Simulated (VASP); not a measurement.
Here is a VASP 6.6.1 calculation.

The input INCAR:

```
  PREC = Accurate
  ENCUT = 520
  EDIFF = 1E-6
  ISMEAR = -1
  SIGMA = 0.3
  LREAL = Auto
  LASPH = T
  NELM = 100
  ALGO = Normal
  ISIF = 2
  LWAVE = F
  LCHARG = F
  GGA = PE
  NBANDS = 86
```

The input KPOINTS:

```
Automatic mesh
0
Gamma
  3 3 3
```

File POSCAR:

```
WC
1.0
   -2.9993780000     -5.1950750000      0.0000000000
    4.4990670000     -2.5975380000      0.0000000000
    0.0000000000      0.0000000000      5.8881830000
W C
8 8
Direct
    0.7591035350      0.4367213119     -0.0155905481
    0.7939647013      0.4828779518      0.4914589102
    0.4862614048      0.0199556397      0.0396387137
    0.5291852723      0.0342796993      0.5325751594
    0.2341905009      0.4870622812     -0.0309603149
    0.2660605817      0.5088646725      0.4946687289
    0.0163670779     -0.0099818355     -0.0031418860
    0.0419113514      0.0066475972      0.5109555868
    0.5713142705      0.6413301811      0.2745838572
    0.5283048792      0.5869852643      0.7472763669
    0.2762404153      0.1886056430      0.2506545737
    0.2575434465      0.1110830640      0.7733964790
    0.0919169135      0.6982322264      0.2691492435
   -0.0172876679      0.6674823356      0.7266418180
    0.8520084232      0.1666779624      0.2792542283
    0.7898452404      0.0819602014      0.7216148004
```

Potentials or basis: VASP PAW PBE potentials, release 64 (W_sv, C).

Run with:

```sh
$ cat potpaw_PBE.64/W_sv/POTCAR potpaw_PBE.64/C/POTCAR > POTCAR
$ mpirun -np 1 vasp_std > vasp.out
```

Estimate the band gap on the k mesh.

zero (bands 72 and 73 overlap by 0.20 eV).

Estimate the largest force.

5.261 eV/Å.

Stress tensor (GPa, compression positive):
```
-2.41  4.15 -2.78
 4.15 -0.83 -5.55
-2.78 -5.55 -6.94
```

Caveat: the k points lie up to 0.40 Å⁻¹ apart; so wide a smearing shifts energies and pressures; spin-orbit coupling is left out, which moves the levels of the heavy elements; forces of over 1 eV/Å act on the atoms, so gaps and moduli don't describe the material at rest.
